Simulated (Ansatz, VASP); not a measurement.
## GeSb2Te4 in VASP and in Ansatz

```
Ge Sb Te
1.0
    -4.29770    0.00000    0.00000
    -2.14885   -3.72192    0.00000
     0.53721    0.31016   14.13027
Ge Sb Te
1 2 4
Direct
  0.51943 0.51943 0.20734
  0.23310 0.23310 0.77135
  0.87604 0.87604 0.48667
  0.84445 0.84445 0.10761
  0.90985 0.90985 0.89240
  0.55435 0.55435 0.62639
  0.19907 0.19907 0.36310
```

Alike in both runs: task single point; functional PBE; k mesh 9 × 9 × 3; occupations gaussian, width 0.03 eV; no spin polarisation.

```csv
,VASP,Ansatz
version,VASP 6.6.1,Ansatz 0.2.0
potentials or method,"VASP PAW PBE potentials, release 64 (Ge_d, Sb, Te), cutoff 520 eV","scalar-relativistic, plane waves, PAW"
valence electrons in the cell,48,108
```

|  | VASP | Ansatz | Ansatz less VASP |
| --- | --- | --- | --- |
| gap on the k mesh at the Fermi level (eV) | 0.08 | 0.09 | +0.009 |
| least direct gap on the mesh (eV) | 0.29 | 0.30 | +0.008 |
| pressure (GPa) | 1.1 | 1.1 | +0.02 |
| traceless stress, the component that is largest in VASP (GPa) | 1.45 | 1.47 | +0.019 |
| rms of the force components (eV/Å) | 0.220 | 0.224 | +0.0037 |

Atom by atom the forces differ by 0.011 eV/Å (rms over components). VASP's potentials hold 48 valence electrons a cell and Ansatz's 108, so a difference there can come from the potentials and not from the codes.

Spin-orbit coupling is off throughout.
